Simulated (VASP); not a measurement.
Write the native input for VASP 6.6.1 that does the following.

- Task: single point
- Functional: PBE
- Potentials or basis: VASP PAW PBE potentials, release 64 (Zr_sv, Ti_sv, Si)
- Cutoff: 520 eV
- k mesh: 4 × 6 × 6
- Occupations: gaussian, width 0.1 eV
- Spin: no spin polarisation
- Dipole correction: no
- Further INCAR settings: ALGO = Normal; EDIFF = 1e-07; NBANDS = 52

The structure of Zr3TiSi8 lies in POSCAR:

```
Zr3TiSi8
1.0
    7.3054605686      0.0000000000      0.0000000000
    0.0000000000      1.8366988003      7.2543983807
    0.0000000000     -1.8366988003      7.2543983807
Zr Ti Si
3 1 8
Direct
    0.7513274028      0.6058541334      0.6058541334
    0.2486725972      0.6058541334      0.6058541334
    0.5000000000      0.3965027600      0.3965027600
    0.0000000000      0.3947660760      0.3947660760
    0.0000000000      0.0511184073      0.0511184073
    0.5000000000      0.0505300146      0.0505300146
    0.7578176823      0.9409392191      0.9409392191
    0.2421823177      0.9409392191      0.9409392191
    0.7542280618      0.2532901777      0.2532901777
    0.2457719382      0.2532901777      0.2532901777
    0.0000000000      0.7558217841      0.7558217841
    0.5000000000      0.7510938978      0.7510938978
```

These files were run (other wordings do the same):

INCAR

```
PREC = Accurate ; ENCUT = 520
EDIFF = 1E-7 ; ISMEAR = 0
SIGMA = 0.1 ; LREAL = F
LASPH = T ; NELM = 60
ALGO = Normal ; ISIF = 2
LWAVE = F ; LCHARG = F
GGA = PE ; NBANDS = 52
```

KPOINTS

```
regular mesh
0
Gamma
  4 6 6
```

Potentials or basis: VASP PAW PBE potentials, release 64 (Zr_sv, Ti_sv, Si).

Command:

```bash
$ cat potpaw_PBE.64/Zr_sv/POTCAR potpaw_PBE.64/Ti_sv/POTCAR potpaw_PBE.64/Si/POTCAR > POTCAR
$ mpirun -np 1 vasp_std > vasp.out
```

Results of the run:

* Pressure: 0.0 GPa
* Largest force: 0.018 eV/Å
* Band gap on the k mesh: zero (bands 40 and 41 overlap by 0.60 eV)

Wall time 7.1 min on 1 thread of Intel(R) Xeon(R) 6975P-C (Granite Rapids) (shared host), peak memory 0.61 GiB.
